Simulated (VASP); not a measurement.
# Si5CN8 (Pm) in VASP: further runs

Si5CN8 is run at these levels: r2SCAN; tasks: single point.

Program: VASP 6.6.1. These are calculated values, not measurements. Logs are shortened: lines on timing, memory, paths and dates and some standing lists are left out, and cuts for length are marked.

## (1) The cell of the first run

The structure is monoclinic, space group Pm (No. 6). The conventional cell has a = 7.395 Å, b = 2.851 Å, c = 7.424 Å, α = 90.00°, β = 119.68°, γ = 90.00°. Within 2.3 Å of Si (site symmetry m) lie 4 N at 1.70 to 1.74 Å. Si (site symmetry m) has 4 N at 1.70 Å within 2.3 Å. Within 2.3 Å of Si (site symmetry m) lie 4 N at 1.72 to 1.75 Å. Within 2.2 Å of Si (site symmetry m) lie 4 N at 1.69 to 1.74 Å. Si (site symmetry m) has 4 N at 1.73 to 1.75 Å within 2.3 Å. Within 1.9 Å of C (site symmetry m) lie 4 N at 1.45 to 1.68 Å. Within 1.9 Å of N (site symmetry m) lie 1 C at 1.45 Å and 2 Si at 1.74 Å. Within 2.3 Å of N (site symmetry m) lie 3 Si at 1.70 to 1.74 Å.

## (2) Single point, r2SCAN

Contents of POSCAR:

```
Si5CN8
1.0
    7.4235539307      0.0000000000      0.0290457432
    0.0000000000      2.8508246476      0.0000000000
   -3.6866276823      0.0000000000      6.4101722553
Si C N
5 1 8
Direct
    0.5898088958      0.5000000000      0.8276431059
    0.8223570418      0.0000000000      0.2330424979
    0.7851568776      0.0000000000      0.6037710170
    0.2263451710      0.5000000000      0.4080063357
    0.3965598530      0.0000000000      0.1588515194
    0.1941528665      0.5000000000      0.7746667132
    0.3208686344      0.5000000000      0.6757189526
    0.6597471255      0.0000000000      0.3329497692
    0.7085361500      0.5000000000      0.6782493909
    0.6628042940      0.0000000000      0.9705292156
    0.0551331858      0.0000000000      0.7092953518
    0.9651196060      0.5000000000      0.2973302960
    0.2968936943      0.0000000000      0.3279145769
    0.3165166042      0.5000000000      0.0020312578
```

Contents of INCAR.step1:

```
ALGO = Normal
EDIFF = 1E-5
ENCUT = 660
GGA = PE
GGA_COMPAT = False
ISMEAR = -1
LASPH = True
LCHARG = False
LREAL = False
LWAVE = True
NBANDS = 45
NELM = 120
PREC = Accurate
SIGMA = 0.02
```

Contents of INCAR.step2:

```
ALGO = Normal
EDIFF = 1E-6
ENCUT = 660
GGA_COMPAT = False
ISIF = 2
ISMEAR = -1
ISTART = 1
LASPH = True
LCHARG = False
LMIXTAU = True
LREAL = False
LWAVE = False
METAGGA = R2SCAN
NBANDS = 45
NELM = 120
PREC = Accurate
SIGMA = 0.02
```

Contents of KPOINTS:

```
k-points
0
Gamma
  4 8 4
```

Potentials or basis: VASP PAW PBE potentials, release 64 (Si, C, N).

On the command line:

```
$ cat potpaw_PBE.64/Si/POTCAR potpaw_PBE.64/C/POTCAR potpaw_PBE.64/N/POTCAR > POTCAR
$ cp INCAR.step1 INCAR
$ mpirun -np 1 vasp_std > vasp.out
$ cp INCAR.step2 INCAR
$ mpirun -np 1 vasp_std > vasp.out
```

OUTCAR:

```text
EDIFF = 1E-6
   ENCUT = 660
   ISIF = 2
   ISMEAR = -1
   ISTART = 1
   LASPH = True
   LREAL = False
   METAGGA = R2SCAN
   NELM = 120
   PREC = Accurate

 ion  position               nearest neighbor table
   1  0.590  0.500  0.828-  10 1.70  10 1.70   9 1.72   7 1.74   4 2.94   2 2.98   2 2.98   3 3.04
                             3 3.04
   2  0.822  0.000  0.233-  12 1.70  12 1.70   8 1.70  10 1.70   3 2.89   5 2.93   4 2.98   4 2.98
                             1 2.98   1 2.98
   3  0.785  0.000  0.604-   9 1.72   9 1.72   8 1.74  11 1.75   2 2.89   1 3.04   1 3.04   5 3.12

   4  0.226  0.500  0.408-  12 1.69  13 1.72  13 1.72   7 1.74   1 2.94   2 2.98   2 2.98   5 3.05
                             5 3.05
   5  0.397  0.000  0.159-   8 1.73  13 1.74  14 1.75  14 1.75   2 2.93   4 3.05   4 3.05   3 3.12

   6  0.194  0.500  0.775-   7 1.45  14 1.46  11 1.68  11 1.68
   7  0.321  0.500  0.676-   6 1.45   1 1.74   4 1.74
   8  0.660  0.000  0.333-   2 1.70   5 1.73   3 1.74
   9  0.709  0.500  0.678-   1 1.72   3 1.72   3 1.72
  10  0.663  0.000  0.971-   1 1.70   1 1.70   2 1.70
  11  0.055  0.000  0.709-   6 1.68   6 1.68   3 1.75
  12  0.965  0.500  0.297-   4 1.69   2 1.70   2 1.70
  13  0.297  0.000  0.328-   4 1.72   4 1.72   5 1.74
  14  0.317  0.500  0.002-   6 1.46   5 1.75   5 1.75

  LATTYP: Found a simple monoclinic cell.
 ALAT       =     7.3946962081
 B/A-ratio  =     0.3855228893
 C/A-ratio  =     1.0039101735
 COS(beta)  =    -0.4951547452

  Lattice vectors:

 A1 = (  -3.6866276823,   0.0000000000,   6.4101722553)
 A2 = (   0.0000000000,  -2.8508246476,   0.0000000000)
 A3 = (   7.4235539307,   0.0000000000,   0.0290457432)

Analysis of symmetry for initial positions (statically):
=====================================================================
 Subroutine PRICEL returns:
 Original cell was already a primitive cell.

 Routine SETGRP: Setting up the symmetry group for a
 simple monoclinic supercell.

 Subroutine GETGRP returns: Found  2 space group operations
 (whereof  2 operations were pure point group operations)
 out of a pool of  4 trial point group operations.

The static configuration has the point symmetry C_1h.

Analysis of symmetry for dynamics (positions and initial velocities):
=====================================================================
 Subroutine PRICEL returns:
 Original cell was already a primitive cell.

 Routine SETGRP: Setting up the symmetry group for a
 simple monoclinic supercell.

 Subroutine GETGRP returns: Found  2 space group operations
 (whereof  2 operations were pure point group operations)
 out of a pool of  4 trial point group operations.

The dynamic configuration has the point symmetry C_1h.

 Subroutine INISYM returns: Found  2 space group operations
 (whereof  2 operations are pure point group operations),
 and found     1 'primitive' translations

----------------------------------------------------------------------------------------

                                     Primitive cell

  volume of cell :     135.9654

  direct lattice vectors                    reciprocal lattice vectors
     7.423553931  0.000000000  0.029045743     0.134403928  0.000000000  0.077298584
     0.000000000  2.850824648  0.000000000     0.000000000  0.350775696  0.000000000
    -3.686627682  0.000000000  6.410172255    -0.000609010  0.000000000  0.155651793

  length of vectors
     7.423610753  2.850824648  7.394696208     0.155046725  0.350775696  0.155652984

  position of ions in fractional coordinates (direct lattice)
     0.589808896  0.500000000  0.827643106
     0.822357042  0.000000000  0.233042498
     0.785156878  0.000000000  0.603771017
     0.226345171  0.500000000  0.408006336
     0.396559853  0.000000000  0.158851519
     0.194152866  0.500000000  0.774666713
     0.320868634  0.500000000  0.675718953
     0.659747125  0.000000000  0.332949769
     0.708536150  0.500000000  0.678249391
     0.662804294  0.000000000  0.970529216
[... 27 lines left out ...]
 Grid dimensions read from file:
 generate k-points for:    4    8    4

 Generating k-lattice:

  Cartesian coordinates                     Fractional coordinates (reciprocal lattice)
     0.033600982  0.000000000  0.019324646     0.250000000  0.000000000  0.000000000
     0.000000000  0.043846962  0.000000000     0.000000000  0.125000000  0.000000000
    -0.000152253  0.000000000  0.038912948     0.000000000  0.000000000  0.250000000

  Length of vectors
     0.038761681  0.043846962  0.038913246

  Shift w.r.t. Gamma in fractional coordinates (k-lattice)
     0.000000000  0.000000000  0.000000000

 Subroutine IBZKPT returns following result:
 ===========================================

 Found     50 irreducible k-points:

 Following reciprocal coordinates:
            Coordinates               Weight
  0.000000  0.000000  0.000000      1.000000
  0.250000  0.000000  0.000000      2.000000
  0.500000  0.000000  0.000000      1.000000
  0.000000  0.125000  0.000000      2.000000
  0.250000  0.125000  0.000000      4.000000
  0.500000  0.125000  0.000000      2.000000
[... 16 lines left out ...]
 -0.250000  0.125000  0.250000      4.000000
  0.000000  0.250000  0.250000      4.000000
 [... further k-points ...]
   k-points           NKPTS =     50   k-points in BZ     NKDIM =     50   number of bands    NBANDS=     45
   number of dos      NEDOS =    301   number of ions     NIONS =     14
   total plane-waves  NPLWV =  98304
   dimension x,y,z NGX =    64 NGY =   24 NGZ =   64
   dimension x,y,z NGXF=   128 NGYF=   48 NGZF=  128
   ions per type =               5   1   8
   NGX,Y,Z   is equivalent  to a cutoff of  14.33, 14.00, 14.39 a.u.
   NGXF,Y,Z  is equivalent  to a cutoff of  28.66, 27.99, 28.78 a.u.
 SYSTEM =  unknown system
   PREC   = accura    normal or accurate (medium, high low for compatibility)
   ISTART =      1    job   : 0-new  1-cont  2-samecut
   ICHARG =      0    charge: 1-file 2-atom 10-const
   ISPIN  =      1    spin polarized calculation?
   LNONCOLLINEAR =      F non collinear calculations
   LSORBIT =      F    spin-orbit coupling
   LASPH  =      T    aspherical Exc in radial PAW
   ENCUT  =  660.0 eV  48.51 Ry    6.96 a.u.  15.55  5.97 15.49*2*pi/ulx,y,z
   NELM   =    120;   NELMIN=  2; NELMDL=  0     # of ELM steps
   EDIFF  = 0.1E-05   stopping-criterion for ELM
   LREAL  =      F    real-space projection
   EDIFFG = 0.1E-04   stopping-criterion for IOM
   NSW    =      0    number of steps for IOM
   IBRION =     -1    ionic relax: 0-MD 1-quasi-New 2-CG
   NFREE  =      0    steps in history (QN), initial steepest desc. (CG)
   ISIF   =      2    stress and relaxation
   ISYM   =      2    0-nonsym 1-usesym 2-fastsym
   POTIM  = 0.5000    time-step for ionic-motion
   TEBEG  =    0.0;   TEEND  =   0.0 temperature during run
   PSTRESS=    0.0 pullay stress
   NELECT =      64.0000    total number of electrons
   NUPDOWN=      -1.0000    fix difference up-down
   EMIN   =  10.00;   EMAX   =-10.00  energy-range for DOS
   EFERMI =   0.00;   METHOD = LEGACY
   ISMEAR =    -1;   SIGMA  =   0.02  broadening in eV -4-tet -1-fermi 0-gaus
   EFERMI_NEDOS =   21; number of points for ismear=-14 and -15
   IALGO  =     38    algorithm
   IMIX   =      4    mixing-type and parameters
     AMIX     =   0.40;   BMIX     =  1.00
     AMIX_MAG =   1.60;   BMIX_MAG =  1.00
  volume/ion in A,a.u.               =       9.71        65.54
  Fermi-wavevector in a.u.,A,eV,Ry     =   1.273480  2.406528 22.065261  1.621751
  Thomas-Fermi vector in A             =   2.406301
   LORBIT       =      0    0 simple, 1 ext, 2 COOP (PROOUT), +10 PAW based schemes
   METAGGA = R2SCAN    functional components
   LHFCALC =     F    Hartree Fock is set to
   AEXX    =    0.0000 exact exchange contribution
   IVDW    =     0    specifies the selected vdW correction
   LEPSILON=     F    determine dielectric tensor
   LRPA    =     F    only Hartree local field effects (RPA)
 non-spin polarized calculation
  energy-cutoff  :      660.00
  volume of cell :      135.97
 maximum number of plane-waves:      5270
 NGX is ok and might be reduce to    64
   NGX = 31   NGY = 11   NGZ = 31

 number of electron      63.9999998 magnetization

 Free energy of the ion-electron system (eV)
  ---------------------------------------------------
  ext. energy  EPLUGINS =         0.00000000
  ---------------------------------------------------
  free energy    TOTEN  =      -139.26309253 eV

  energy without entropy =     -139.26309253  energy(sigma->0) =     -139.26309253

 E-fermi :   7.3093     XC(G=0): -11.6217

 val. band max:        6.8498383444   @ k =   0.0000   0.1250   0.0000
 cond. band min:       9.1963025087   @ k =   0.0000   0.0000   0.0000
 fundamental gap:      2.3464641643
 Fermi energy:         7.3092524829

 k-point     1 :       0.0000    0.0000    0.0000
  band No.  band energies     occupation
      1     -13.7647      2.00000
      2     -12.0562      2.00000
      3     -11.2477      2.00000
      4     -10.9304      2.00000
      5     -10.6266      2.00000
      6     -10.3502      2.00000
[... 1117 lines left out ...]
     43      15.8844      0.00000
     44      16.0422      0.00000

 [... further k-points ...]

 [bands above 44 left out]

------------------------ aborting loop because EDIFF is reached ----------------------------------------

  FORCE on cell =-STRESS in cart. coord.  units (eV):
  Direction    XX          YY          ZZ          XY          YZ          ZX
  --------------------------------------------------------------------------------------
  -------------------------------------------------------------------------------------
  Total        0.0533023     -0.0202243      0.0578575      0.0000000      0.0000000     -0.0404248
  in kB        0.6280989     -0.2383174      0.6817760      0.0000000      0.0000000     -0.4763543
  external PRESSURE =       0.3571858 kB  Pullay stress =       0.0000000 kB

 VOLUME and BASIS-vectors are now :
 -----------------------------------------------------------------------------
  energy-cutoff  :      660.00
  volume of cell :      135.97
      direct lattice vectors                 reciprocal lattice vectors
     7.423553931  0.000000000  0.029045743     0.134403928  0.000000000  0.077298584
     0.000000000  2.850824648  0.000000000     0.000000000  0.350775696  0.000000000
    -3.686627682  0.000000000  6.410172255    -0.000609010  0.000000000  0.155651793

 POSITION                                       TOTAL-FORCE (eV/Angst)
 -----------------------------------------------------------------------------------
      1.32727      1.42541      5.32247         0.005142      0.000000     -0.000182
      5.24567      0.00000      1.51773         0.004141      0.000000     -0.003932
      3.60278      0.00000      3.89308        -0.002403      0.000000      0.002946
      0.17612      1.42541      2.62197         0.001452      0.000000      0.000132
      2.35826      0.00000      1.02978        -0.001732      0.000000     -0.001877
     -1.41460      1.42541      4.97139        -0.060650      0.000000     -0.034274
     -0.10914      1.42541      4.34079         0.081192      0.000000     -0.039791
      3.67021      0.00000      2.15343         0.004695      0.000000      0.002582
      2.75940      1.42541      4.36828         0.001377      0.000000      0.001826
      1.34238      0.00000      6.24051        -0.000996      0.000000     -0.000582
     -2.20562      0.00000      4.54831        -0.027532      0.000000     -0.014709
      6.06847      1.42541      1.93397        -0.005146      0.000000     -0.000196
      0.99511      0.00000      2.11061        -0.001416      0.000000      0.002663
      2.34219      1.42541      0.02221         0.001874      0.000000      0.085395
 -----------------------------------------------------------------------------------
    total drift:                                0.000092      0.000000      0.000141

  FREE ENERGIE OF THE ION-ELECTRON SYSTEM (eV)
  ---------------------------------------------------
  free  energy   TOTEN  =      -139.2630925336 eV

  energy  without entropy=     -139.2630925336  energy(sigma->0) =     -139.26309253
```

Wall time 12 min (1 thread of Intel Xeon 6975P-C (Granite Rapids), shared host); peak memory 0.54 GiB.

What came out:

* Free energy: -139.2631 eV
* Pressure: 0.0 GPa
* Largest force: 0.090 eV/Å
* Band gap on the k mesh: 2.35 eV (least direct gap 2.69 eV)

Forces in eV/Å, atoms in the order of the input:
```
Si   0.005  0.000  0.000
Si   0.004  0.000 -0.004
Si  -0.002  0.000  0.003
Si   0.001  0.000  0.000
Si  -0.002  0.000 -0.002
C   -0.061  0.000 -0.034
N    0.081  0.000 -0.040
N    0.005  0.000  0.003
N    0.001  0.000  0.002
N   -0.001  0.000 -0.001
N   -0.028  0.000 -0.015
N   -0.005  0.000  0.000
N   -0.001  0.000  0.003
N    0.002  0.000  0.085
```

Levels at points of the mesh, in eV from the valence-band top:
| k point | band 29 | band 30 | band 31 | band 32 | band 33 | band 34 | band 35 | band 36 |
| --- | --- | --- | --- | --- | --- | --- | --- | --- |
| (0.00, 0.00, 0.00) | -1.34 | -0.59 | -0.37 | -0.35 | 2.35 | 5.03 | 5.21 | 5.46 |
| (0.50, 0.00, 0.00) | -1.09 | -0.97 | -0.45 | -0.40 | 2.58 | 5.21 | 5.42 | 5.83 |
| (0.00, 0.50, 0.00) | -1.81 | -1.77 | -1.71 | -1.09 | 4.29 | 4.90 | 5.19 | 5.27 |
| (0.50, 0.50, 0.00) | -1.79 | -1.72 | -1.46 | -0.87 | 4.58 | 5.03 | 5.56 | 6.17 |
| (0.00, 0.00, 0.50) | -1.59 | -0.66 | -0.52 | -0.36 | 2.41 | 5.17 | 5.26 | 5.98 |
| (0.50, 0.00, 0.50) | -1.48 | -0.62 | -0.47 | -0.40 | 2.56 | 5.11 | 5.42 | 5.55 |
| (0.00, 0.50, 0.50) | -1.98 | -1.61 | -1.30 | -0.83 | 4.61 | 5.09 | 5.69 | 6.10 |
| (0.50, 0.50, 0.50) | -1.80 | -1.39 | -1.35 | -1.10 | 4.05 | 5.39 | 5.82 | 6.39 |

Caveat: the PAW data sets were made with another functional, which shifts forces and pressure a little. A k mesh can miss the band edges.

## (3) Single point, r2SCAN

POSCAR is that of step 2.

Contents of INCAR.step1:

```
SYSTEM = Si5CN8
PREC = Accurate ; ENCUT = 660
ISMEAR = 0 ; SIGMA = 0.01
LREAL = .False. ; LASPH = .True.
NELM = 120 ; NBANDS = 45
GGA = PE ; ALGO = Normal
EDIFF = 1E-5 ; LWAVE = .True.
LCHARG = .False. ; GGA_COMPAT = .False.
```

Contents of INCAR.step2:

```
SYSTEM = Si5CN8
PREC = Accurate ; ENCUT = 660
EDIFF = 1E-6 ; ISMEAR = 0
SIGMA = 0.01 ; LREAL = .False.
LASPH = .True. ; NELM = 120
ALGO = Normal ; ISIF = 2
LWAVE = .False. ; LCHARG = .False.
METAGGA = R2SCAN ; LMIXTAU = .True.
NBANDS = 45 ; ISTART = 1
GGA_COMPAT = .False.
```

Contents of KPOINTS:

```
Automatic mesh
0
Gamma
  4 10 4
  0 0 0
```

Potentials or basis: VASP PAW PBE potentials, release 64 (Si, C, N).

On the command line:

```
$ cat potpaw_PBE.64/Si/POTCAR potpaw_PBE.64/C/POTCAR potpaw_PBE.64/N/POTCAR > POTCAR
$ cp INCAR.step1 INCAR
$ mpirun -np 1 vasp_std > vasp.out
$ cp INCAR.step2 INCAR
$ mpirun -np 1 vasp_std > vasp.out
```

It took 46 min on 1 thread of Oxide Virtual Turin-like, shared host; peak memory 0.56 GiB.

Results (log left out):

```
Free energy            : -139.2634 eV
Pressure               : 0.0 GPa
Largest force          : 0.090 eV/Å
Band gap on the k mesh : 2.34 eV (least direct gap 2.69 eV)
```

Forces on the atoms (eV/Å):
```
Si   0.005  0.000  0.000
Si   0.004  0.000 -0.004
Si  -0.002  0.000  0.003
Si   0.001  0.000  0.000
Si  -0.002  0.000 -0.002
C   -0.060  0.000 -0.034
N    0.080  0.000 -0.040
N    0.005  0.000  0.003
N    0.001  0.000  0.002
N   -0.001  0.000 -0.001
N   -0.027  0.000 -0.015
N   -0.005  0.000  0.000
N   -0.001  0.000  0.003
N    0.002  0.000  0.086
```

Stress tensor (GPa, compression positive):
```
 0.06  0.00 -0.05
 0.00 -0.03  0.00
-0.05  0.00  0.07
```

Levels at points of the mesh, in eV from the valence-band top:
```tsv
k point	band 28	band 29	band 30	band 31	band 32	band 33	band 34	band 35	band 36	band 37
(0.00, 0.00, 0.00)	-1.55	-1.34	-0.59	-0.37	-0.35	2.34	5.03	5.21	5.46	5.64
(0.50, 0.00, 0.00)	-1.97	-1.09	-0.98	-0.45	-0.40	2.58	5.21	5.41	5.82	6.18
(0.00, 0.50, 0.00)	-2.02	-1.82	-1.77	-1.71	-1.09	4.29	4.90	5.18	5.27	6.84
(0.50, 0.50, 0.00)	-2.12	-1.80	-1.73	-1.47	-0.87	4.57	5.03	5.55	6.17	6.18
(0.00, 0.00, 0.50)	-1.84	-1.59	-0.67	-0.53	-0.36	2.41	5.16	5.25	5.97	6.00
(0.50, 0.00, 0.50)	-2.11	-1.49	-0.63	-0.47	-0.40	2.55	5.10	5.42	5.54	5.90
(0.00, 0.50, 0.50)	-2.20	-1.98	-1.62	-1.31	-0.83	4.61	5.09	5.69	6.09	6.29
(0.50, 0.50, 0.50)	-2.12	-1.81	-1.39	-1.36	-1.10	4.04	5.39	5.82	6.38	6.39
```

Caveat: the PAW data sets were made with another functional, which shifts forces and pressure a little. A k mesh can miss the band edges.
